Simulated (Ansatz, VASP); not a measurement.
## One calculation of C, two programs

Contents of INCAR:

```
  PREC = Accurate
  ENCUT = 600
  EDIFF = 1E-7
  ISMEAR = -1
  SIGMA = 0.1
  LREAL = F
  LASPH = T
  NELM = 60
  ALGO = Normal
  ISIF = 3
  LWAVE = F
  LCHARG = F
  GGA = RE
  IBRION = 2
  NSW = 80
  EDIFFG = -0.01
```

Contents of KPOINTS:

```
Automatic mesh
0
Gamma
  18 18 18
```

POSCAR

```
C
1.0
   -1.1826249197      1.1826249197      1.1826249197
    1.1826249197     -1.1826249197      1.1826249197
    1.1826249197      1.1826249197     -1.1826249197
C
1
Direct
    0.0000000000      0.0000000000      0.0000000000
```

Input for Ansatz:

```yaml
crystal:
  lattice:
    - [-1.1826249197, 1.1826249197, 1.1826249197]
    - [1.1826249197, -1.1826249197, 1.1826249197]
    - [1.1826249197, 1.1826249197, -1.1826249197]
  atoms:
    - { symbol: C, position: [0.0, 0.0, 0.0] }
hamiltonian:
  xc: revpbe
  pseudopotentials:
    kind: paw
    azcp:
      C: "pseudopotentials/C.paw.azcp"
basis:
  ecutwfc: 420
  fft_grid_basis: typed
kpoints:
  mp_grid: { grid: [18, 18, 18], shift: [0, 0, 0] }
magnetization:
  spin_polarized: false
scf:
  occupations: { method: fermi_dirac, width: 0.1 }
relax:
  max_steps: 60
  f_tol: 0.01
  cell: {}
```

Alike in both runs: task relaxation of cell and atoms; functional revPBE; k mesh 18 × 18 × 18; occupations fermi-dirac, width 0.1 eV; no spin polarisation.

```csv
,VASP,Ansatz
version,VASP 6.6.1,Ansatz 0.2.0
potentials or method,"VASP PAW PBE potentials, release 64 (C), cutoff 600 eV","plane waves (420 eV) with PAW, scalar-relativistic"
valence electrons in the cell,4,4
```

```csv
,VASP,Ansatz,Ansatz less VASP
relaxed volume (Å³/atom),6.79,6.79,+0.006
relaxed cell length with the largest relative difference (Å),2.066,2.067,+0.0007
```

VASP's potentials were made for PBE, not for revPBE.
